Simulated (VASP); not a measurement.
# B4Rh (Pm-3m) in VASP: density of states with PBE

Aim: the density of states of B4Rh with PBE.

Everything below comes from runs of VASP 6.6.1. Logs are shortened: lines on timing, memory, paths and dates and some standing lists are left out, and cuts for length are marked.

### Step 1. The cell of the first run

It takes space group Pm-3m (No. 221, cubic). The conventional cell has a = 3.492 Å, b = 3.492 Å, c = 3.492 Å, α = 90.00°, β = 90.00°, γ = 90.00°. Within 2.3 Å of B (site symmetry 4/mmm) lie 2 B at 1.75 Å. Within 2.3 Å of B (site symmetry m-3m) lie 6 B at 1.75 Å. Within 3.3 Å of Rh (site symmetry m-3m) lie 20 B at 2.47 to 3.02 Å.

### Step 2. Density of states, PBE

Contents of POSCAR:

```
B4Rh
1.0
    3.4918603793      0.0000000000      0.0000000000
    0.0000000000      3.4918603793      0.0000000000
    0.0000000000      0.0000000000      3.4918603793
B Rh
4 1
Direct
    0.5000000000      0.0000000000      0.0000000000
    0.0000000000      0.5000000000      0.0000000000
    0.0000000000      0.0000000000      0.5000000000
    0.0000000000      0.0000000000      0.0000000000
    0.5000000000      0.5000000000      0.5000000000
```

Contents of INCAR.step1:

```
ALGO = Normal ; EDIFF = 1E-6
ENCUT = 520 ; GGA = PE
ISIF = 2 ; ISMEAR = 0
LASPH = True ; LCHARG = True
LMAXMIX = 4 ; LREAL = False
LWAVE = False ; NBANDS = 22
NELM = 100 ; PREC = Accurate
SIGMA = 0.1
```

Contents of KPOINTS.step1:

```
k-points
0
Gamma
  12 12 12
```

Contents of INCAR.step2:

```
ALGO = Normal ; EDIFF = 1E-6
ENCUT = 520 ; GGA = PE
ICHARG = 11 ; ISIF = 2
ISMEAR = -5 ; LASPH = True
LCHARG = False ; LMAXMIX = 4
LORBIT = 10 ; LREAL = False
LWAVE = False ; NBANDS = 22
NEDOS = 1001 ; NELM = 100
PREC = Accurate ; SIGMA = 0.1
```

Contents of KPOINTS.step2:

```
k-points
0
Gamma
  18 18 18
```

Potentials or basis: VASP PAW PBE potentials, release 64 (B, Rh_pv).

Run with:

```sh
$ cat potpaw_PBE.64/B/POTCAR potpaw_PBE.64/Rh_pv/POTCAR > POTCAR
$ cp INCAR.step1 INCAR
$ cp KPOINTS.step1 KPOINTS
$ mpirun -np 1 vasp_std > vasp.out
$ cp INCAR.step2 INCAR
$ cp KPOINTS.step2 KPOINTS
$ mpirun -np 1 vasp_std > vasp.out
```

OUTCAR:

```text
EDIFF = 1E-6
   ENCUT = 520
   GGA = PE
   ICHARG = 11
   ISIF = 2
   ISMEAR = -5
   LASPH = True
   LORBIT = 10
   LREAL = False
   NELM = 100
   PREC = Accurate

 ion  position               nearest neighbor table
   1  0.500  0.000  0.000-   4 1.75   4 1.75   5 2.47   5 2.47   5 2.47   5 2.47
   2  0.000  0.500  0.000-   4 1.75   4 1.75   5 2.47   5 2.47   5 2.47   5 2.47
   3  0.000  0.000  0.500-   4 1.75   4 1.75   5 2.47   5 2.47   5 2.47   5 2.47
   4  0.000  0.000  0.000-   1 1.75   2 1.75   3 1.75   3 1.75   2 1.75   1 1.75
   5  0.500  0.500  0.500-   1 2.47   2 2.47   3 2.47   1 2.47   2 2.47   1 2.47   3 2.47   1 2.47
                             2 2.47   3 2.47   2 2.47   3 2.47

  LATTYP: Found a simple cubic cell.
 ALAT       =     3.4918603793

  Lattice vectors:

 A1 = (   3.4918603793,   0.0000000000,   0.0000000000)
 A2 = (   0.0000000000,   3.4918603793,   0.0000000000)
 A3 = (   0.0000000000,   0.0000000000,   3.4918603793)

Analysis of symmetry for initial positions (statically):
=====================================================================
 Subroutine PRICEL returns:
 Original cell was already a primitive cell.

 Routine SETGRP: Setting up the symmetry group for a
 simple cubic supercell.

 Subroutine GETGRP returns: Found 48 space group operations
 (whereof 48 operations were pure point group operations)
 out of a pool of 48 trial point group operations.

The static configuration has the point symmetry O_h .

Analysis of symmetry for dynamics (positions and initial velocities):
=====================================================================
 Subroutine PRICEL returns:
 Original cell was already a primitive cell.

 Routine SETGRP: Setting up the symmetry group for a
 simple cubic supercell.

 Subroutine GETGRP returns: Found 48 space group operations
 (whereof 48 operations were pure point group operations)
 out of a pool of 48 trial point group operations.

The dynamic configuration has the point symmetry O_h .

 Subroutine INISYM returns: Found 48 space group operations
 (whereof 48 operations are pure point group operations),
 and found     1 'primitive' translations

----------------------------------------------------------------------------------------

                                     Primitive cell

  volume of cell :      42.5766

  direct lattice vectors                    reciprocal lattice vectors
     3.491860379  0.000000000  0.000000000     0.286380293  0.000000000  0.000000000
     0.000000000  3.491860379  0.000000000     0.000000000  0.286380293  0.000000000
     0.000000000  0.000000000  3.491860379     0.000000000  0.000000000  0.286380293

  length of vectors
     3.491860379  3.491860379  3.491860379     0.286380293  0.286380293  0.286380293

  position of ions in fractional coordinates (direct lattice)
     0.500000000  0.000000000  0.000000000
     0.000000000  0.500000000  0.000000000
     0.000000000  0.000000000  0.500000000
     0.000000000  0.000000000  0.000000000
     0.500000000  0.500000000  0.500000000

  ion indices of the primitive-cell ions
   primitive index   ion index
                 1           1
                 2           2
                 3           3
                 4           4
                 5           5

----------------------------------------------------------------------------------------

 KPOINTS: k-points

Automatic generation of k-mesh.
 Grid dimensions read from file:
 generate k-points for:   18   18   18

 Generating k-lattice:

  Cartesian coordinates                     Fractional coordinates (reciprocal lattice)
     0.015910016  0.000000000  0.000000000     0.055555556  0.000000000  0.000000000
     0.000000000  0.015910016  0.000000000     0.000000000  0.055555556  0.000000000
     0.000000000  0.000000000  0.015910016     0.000000000  0.000000000  0.055555556

  Length of vectors
     0.015910016  0.015910016  0.015910016

  Shift w.r.t. Gamma in fractional coordinates (k-lattice)
     0.000000000  0.000000000  0.000000000

 TETIRR: Found   2900 inequivalent tetrahedra from    34992

 Subroutine IBZKPT returns following result:
 ===========================================

 Found    220 irreducible k-points:

 Following reciprocal coordinates:
            Coordinates               Weight
  0.000000  0.000000  0.000000      1.000000
  0.055556  0.000000  0.000000      6.000000
  0.111111  0.000000  0.000000      6.000000
  0.166667  0.000000  0.000000      6.000000
  0.222222  0.000000  0.000000      6.000000
  0.277778  0.000000  0.000000      6.000000
[... 16 lines left out ...]
  0.277778  0.111111  0.000000     24.000000
  0.333333  0.111111  0.000000     24.000000
 [... further k-points ...]
   k-points           NKPTS =    220   k-points in BZ     NKDIM =    220   number of bands    NBANDS=     22
   number of dos      NEDOS =   1001   number of ions     NIONS =      5
   total plane-waves  NPLWV =  21952
   dimension x,y,z NGX =    28 NGY =   28 NGZ =   28
   dimension x,y,z NGXF=    56 NGYF=   56 NGZF=   56
   ions per type =               4   1
   NGX,Y,Z   is equivalent  to a cutoff of  13.33, 13.33, 13.33 a.u.
   NGXF,Y,Z  is equivalent  to a cutoff of  26.66, 26.66, 26.66 a.u.
 SYSTEM =  unknown system
   PREC   = accura    normal or accurate (medium, high low for compatibility)
   ISTART =      0    job   : 0-new  1-cont  2-samecut
   ICHARG =     11    charge: 1-file 2-atom 10-const
   ISPIN  =      1    spin polarized calculation?
   LNONCOLLINEAR =      F non collinear calculations
   LSORBIT =      F    spin-orbit coupling
   LASPH  =      T    aspherical Exc in radial PAW
   ENCUT  =  520.0 eV  38.22 Ry    6.18 a.u.   6.49  6.49  6.49*2*pi/ulx,y,z
   NELM   =    100;   NELMIN=  2; NELMDL=  0     # of ELM steps
   EDIFF  = 0.1E-05   stopping-criterion for ELM
   LREAL  =      F    real-space projection
   EDIFFG = 0.1E-04   stopping-criterion for IOM
   NSW    =      0    number of steps for IOM
   IBRION =     -1    ionic relax: 0-MD 1-quasi-New 2-CG
   NFREE  =      0    steps in history (QN), initial steepest desc. (CG)
   ISIF   =      2    stress and relaxation
   ISYM   =      2    0-nonsym 1-usesym 2-fastsym
   POTIM  = 0.5000    time-step for ionic-motion
   TEBEG  =    0.0;   TEEND  =   0.0 temperature during run
   PSTRESS=    0.0 pullay stress
   NELECT =      27.0000    total number of electrons
   NUPDOWN=      -1.0000    fix difference up-down
   EMIN   =  10.00;   EMAX   =-10.00  energy-range for DOS
   EFERMI =   0.00;   METHOD = LEGACY
   ISMEAR =    -5;   SIGMA  =   0.10  broadening in eV -4-tet -1-fermi 0-gaus
   EFERMI_NEDOS =   21; number of points for ismear=-14 and -15
   IALGO  =     38    algorithm
   IMIX   =      4    mixing-type and parameters
     AMIX     =   0.40;   BMIX     =  1.00
     AMIX_MAG =   1.60;   BMIX_MAG =  1.00
  volume/ion in A,a.u.               =       8.52        57.46
  Fermi-wavevector in a.u.,A,eV,Ry     =   1.406498  2.657896 26.915555  1.978238
  Thomas-Fermi vector in A             =   2.528853
   LORBIT       =     10    0 simple, 1 ext, 2 COOP (PROOUT), +10 PAW based schemes
   GGA     = PE    functional components
   LHFCALC =     F    Hartree Fock is set to
   AEXX    =    0.0000 exact exchange contribution
   IVDW    =     0    specifies the selected vdW correction
   LEPSILON=     F    determine dielectric tensor
   LRPA    =     F    only Hartree local field effects (RPA)
 non-spin polarized calculation
 Fermi weights with tetrahedron method with Bloechl corrections
  energy-cutoff  :      520.00
  volume of cell :       42.58
 maximum number of plane-waves:      1189
 NGX is ok and might be reduce to    28

 number of electron      26.9999992 magnetization

 Free energy of the ion-electron system (eV)
  ---------------------------------------------------
  ext. energy  EPLUGINS =         0.00000000
  ---------------------------------------------------
  free energy    TOTEN  =       -28.02923613 eV

  energy without entropy =      -28.02923613  energy(sigma->0) =      -28.02923613

 E-fermi :   9.2828     XC(G=0): -12.6561

 val. band max:        9.3374221987   @ k =   0.3889   0.0000   0.0000
 cond. band min:       9.1953719109   @ k =   0.4444   0.1667   0.1667
 fundamental gap:     -0.1420502879
 Fermi energy:         9.2827822677

 k-point     1 :       0.0000    0.0000    0.0000
  band No.  band energies     occupation
      1     -37.4071      2.00000
      2     -37.4071      2.00000
      3     -37.4071      2.00000
      4      -6.0701      2.00000
      5       2.1337      2.00000
      6       2.1337      2.00000
[... 14 lines left out ...]
     21      12.6139      0.00000
     22      22.2870      0.00000

 k-point     2 :       0.0556    0.0000    0.0000
  band No.  band energies     occupation
      1     -37.4078      2.00000
      2     -37.4070      2.00000
      3     -37.4070      2.00000
      4      -6.0405      2.00000
      5       1.8479      2.00000
      6       2.1366      2.00000
[... 14 lines left out ...]
     21      12.5869      0.00000
     22      22.2593      0.00000

 k-point     3 :       0.1111    0.0000    0.0000
  band No.  band energies     occupation
      1     -37.4100      2.00000
      2     -37.4068      2.00000
      3     -37.4068      2.00000
      4      -5.9523      2.00000
      5       1.2728      2.00000
      6       2.1444      2.00000
[... 14 lines left out ...]
     21      12.5437      0.00000
     22      22.1581      0.00000
[... 476 lines left out ...]
 k-point    23 :       0.2778    0.1111    0.0000
  band No.  band energies     occupation
      1     -37.4215      2.00000
      2     -37.4085      2.00000
      3     -37.4053      2.00000
      4      -5.2624      2.00000
      5      -0.5923      2.00000
      6       1.5533      2.00000
[... 14 lines left out ...]
     21      14.1783      0.00000
     22      22.2096      0.00000

 k-point    24 :       0.3333    0.1111    0.0000
  band No.  band energies     occupation
      1     -37.4256      2.00000
      2     -37.4081      2.00000
      3     -37.4049      2.00000
      4      -4.9922      2.00000
      5      -1.1790      2.00000
      6       1.6356      2.00000
[... 14 lines left out ...]
     21      14.6698      0.00000
     22      21.2407      0.00000

 [... further k-points ...]
[... 5 lines left out ...]
  --------------------------------------------------------------------------------------
  -------------------------------------------------------------------------------------
  Total        0.3017641      0.3017641      0.3017641     -0.0000000     -0.0000000     -0.0000000
  in kB       11.3555320     11.3555320     11.3555320     -0.0000000     -0.0000000     -0.0000000
  external PRESSURE =      11.3555320 kB  Pullay stress =       0.0000000 kB

 VOLUME and BASIS-vectors are now :
 -----------------------------------------------------------------------------
  energy-cutoff  :      520.00
  volume of cell :       42.58
      direct lattice vectors                 reciprocal lattice vectors
     3.491860379  0.000000000  0.000000000     0.286380293  0.000000000  0.000000000
     0.000000000  3.491860379  0.000000000     0.000000000  0.286380293  0.000000000
     0.000000000  0.000000000  3.491860379     0.000000000  0.000000000  0.286380293

 POSITION                                       TOTAL-FORCE (eV/Angst)
 -----------------------------------------------------------------------------------
      1.74593      0.00000      0.00000         0.000000      0.000000      0.000000
      0.00000      1.74593      0.00000         0.000000      0.000000      0.000000
      0.00000      0.00000      1.74593         0.000000      0.000000      0.000000
      0.00000      0.00000      0.00000         0.000000      0.000000      0.000000
      1.74593      1.74593      1.74593         0.000000      0.000000      0.000000
 -----------------------------------------------------------------------------------
    total drift:                                0.000000      0.000000      0.000000

  FREE ENERGIE OF THE ION-ELECTRON SYSTEM (eV)
  ---------------------------------------------------
  free  energy   TOTEN  =       -28.0292361344 eV

  energy  without entropy=      -28.0292361344  energy(sigma->0) =      -28.02923613

 total charge

# of ion       s       p       d       tot
------------------------------------------
    1        0.713   0.966   0.000   1.679
    2        0.713   0.966   0.000   1.679
    3        0.713   0.966   0.000   1.679
    4        0.699   1.419   0.000   2.118
    5        0.349   6.189   7.322  13.860
--------------------------------------------------
tot          3.187  10.506   7.322  21.015
```

Run time: 3.2 min. Hardware: 1 thread of Intel Xeon Platinum 8259CL at 2.50GHz (Skylake/Cascade Lake), shared host; peak memory 0.29 GiB.

Results:

```yaml
Valence_electrons_inside_the_program's_atomic_spheres: B 1.68, 2.12; Rh 13.86
```

Caveat: tetrahedron occupations give inexact forces and stress in metals.
